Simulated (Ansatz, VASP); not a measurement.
**Ni in VASP and in Ansatz**

File INCAR:

```
  PREC = Accurate
  ENCUT = 520
  EDIFF = 1E-6
  ISMEAR = 0
  SIGMA = 0.05
  LREAL = False
  LASPH = True
  NELM = 150
  ALGO = Fast
  ISIF = 2
  LWAVE = False
  LCHARG = False
  ISPIN = 2
  MAGMOM = 0.76
  LORBIT = 11
  LMAXMIX = 4
  GGA = PE
  NBANDS = 15
```

File KPOINTS:

```
Automatic mesh
0
Gamma
  22 22 22
```

Contents of POSCAR:

```
Ni
1.0
    0.0000000000      1.7475018169      1.7475018169
    1.7475018169      0.0000000000      1.7475018169
    1.7475018169      1.7475018169      0.0000000000
Ni
1
Direct
    0.0000000000      0.0000000000      0.0000000000
```

Input for Ansatz:

```yaml
crystal:
  lattice:
    - [0.0, 1.7475018169, 1.7475018169]
    - [1.7475018169, 0.0, 1.7475018169]
    - [1.7475018169, 1.7475018169, 0.0]
  atoms:
    - { symbol: Ni, position: [0.0, 0.0, 0.0], spin: 0.76 }
basis:
  ecutwfc: 420
  ecutrho_ratio: 4
kpoints:
  mp_grid: { grid: [22, 22, 22] }
hamiltonian:
  xc: pbe
scf:
  occupations: { method: gaussian, width: 0.05 }
output:
  forces: true
  stress: true
  eigenvalues: true
  populations: true
magnetization:
  spin_polarized: true
```

Alike in both runs: task single point; functional PBE; k mesh 22 × 22 × 22; occupations gaussian, width 0.05 eV; collinear spin.

|  | VASP | Ansatz |
| --- | --- | --- |
| version | VASP 6.6.1 | Ansatz 0.2.0 |
| potentials or method | VASP PAW PBE potentials, release 64 (Ni), cutoff 520 eV | scalar-relativistic, plane waves, PAW |
| valence electrons in the cell | 10 | 18 |

|  | VASP | Ansatz | Ansatz less VASP |
| --- | --- | --- | --- |
| gap on the k mesh at the Fermi level (eV) | none | none | - |
| pressure (GPa) | 4.0 | 4.3 | +0.20 |
| net moment per atom (μB) | 0.64 | 0.65 | +0.005 |
| size of the moment on the site where the two differ most (μB) | 0.65 | 0.69 | +0.033 |

Site moments also hang on the region over which each program counts them. A gap of «none» marks a metal or a gap that the smearing closes. VASP's potentials hold 10 valence electrons a cell and Ansatz's 18, so a difference there can come from the potentials and not from the codes.
